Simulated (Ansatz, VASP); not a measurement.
## One calculation of Ta, two programs

INCAR

```
PREC = Accurate ; ENCUT = 500
EDIFF = 1E-7 ; ISMEAR = 0
SIGMA = 0.1 ; LREAL = False
LASPH = True ; NELM = 120
ALGO = Normal ; ISIF = 3
LWAVE = False ; LCHARG = False
IBRION = 2 ; NSW = 100
EDIFFG = -0.05 ; GGA_COMPAT = False
NELMIN = 4
```

Contents of KPOINTS:

```
Automatic mesh
0
Gamma
  8 8 8
```

Contents of POSCAR:

```
Ta
1.0
   -1.6549278100      1.6549278100      1.6549278100
    1.6549278100     -1.6549278100      1.6549278100
    1.6549278100      1.6549278100     -1.6549278100
Ta
1
Direct
    0.0000000000      0.0000000000      0.0000000000
```

Input for Ansatz:

```yaml
crystal:
  lattice:
    - [-1.65492781, 1.65492781, 1.65492781]
    - [1.65492781, -1.65492781, 1.65492781]
    - [1.65492781, 1.65492781, -1.65492781]
  atoms:
    - { symbol: Ta, position: [0.0, 0.0, 0.0] }
basis:
  ecutwfc: 420
kpoints:
  mp_grid: { grid: [8, 8, 8] }
hamiltonian:
  xc: lda
  pseudopotentials: { kind: paw, azcp: { folder: soft_1 } }
scf:
  occupations: { method: gaussian, width: 0.1 }
output:
  forces: true
  stress: true
  eigenvalues: true
relax:
  adjacent_minimum: "off"
  f_tol: 0.05
  max_steps: 80
  cell: { stress_tol: 0.5 }
```

Alike in both runs: task relaxation of cell and atoms; functional LDA; k mesh 8 × 8 × 8; occupations gaussian, width 0.1 eV; no spin polarisation.

|  | VASP | Ansatz |
| --- | --- | --- |
| version | VASP 6.6.1 | Ansatz 0.2.0 |
| potentials or method | VASP PAW LDA potentials, release 64 (Ta_sv_GW), cutoff 500 eV | scalar-relativistic, plane waves, PAW |
| valence electrons in the cell | 13 | 13 |

Ansatz gave:

* gap on the k mesh at the Fermi level, each at its own relaxed structure (eV): none
* relaxed volume (Å³/atom): 17.12
* relaxed cell length with the largest relative difference (Å): 2.812

**Question.** Which values does VASP return?

**Answer.** gap on the k mesh at the Fermi level, each at its own relaxed structure (eV): none; relaxed volume (Å³/atom): 17.11; relaxed cell length with the largest relative difference (Å): 2.812.

Ansatz warns that its potentials were made for another functional, while VASP's fit it. LDA's correlation is that of Perdew and Zunger in VASP and of Perdew and Wang (1992) in Ansatz. A gap of «none» marks a metal or a gap that the smearing closes.

Neither program's run includes spin-orbit coupling.
